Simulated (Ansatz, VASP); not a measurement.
**One calculation of NiO, two programs**

```xyz
2
Lattice="0.0000 2.0859 2.0859 2.0859 0.0000 2.0859 2.0859 2.0859 0.0000" Properties=species:S:1:pos:R:3 pbc="T T T"
Ni    0.0000    0.0000    0.0000
O     2.0859    2.0859    2.0859
```

Alike in both runs: task electric field gradients; functional PBE; k mesh 11 × 11 × 11; occupations gaussian, width 0.1 eV; collinear spin; Hubbard terms Ni d U = 1.0 eV.

|  | VASP | Ansatz |
| --- | --- | --- |
| version | VASP 6.6.1 | Ansatz 0.2.0 |
| potentials or method | VASP PAW PBE potentials, release 64 (Ni, O) | JTH PAW |
| plane-wave cutoff (eV) | 520 | 2400 |
| valence electrons in the cell | 16 | 24 |

```tsv
	VASP	Ansatz	Ansatz less VASP
gap on the k mesh at the Fermi level (eV)	none	none	-
pressure (GPa)	7.9	10.0	+2.17
net moment per atom (μB)	0.99	0.99	+0.001
size of the moment on the site where the two differ most (μB)	1.63	1.59	-0.034
```

Site moments also hang on the region over which each program counts them. The programs project onto different local orbitals, so the same U acts differently, and such runs can settle in different states. A gap of «none» marks a metal or a gap that the smearing closes. VASP's potentials hold 16 valence electrons a cell and Ansatz's 24, so a difference there can come from the potentials and not from the codes.

Noted on Ansatz's run: the magnetic or orbital state may not be the lowest.
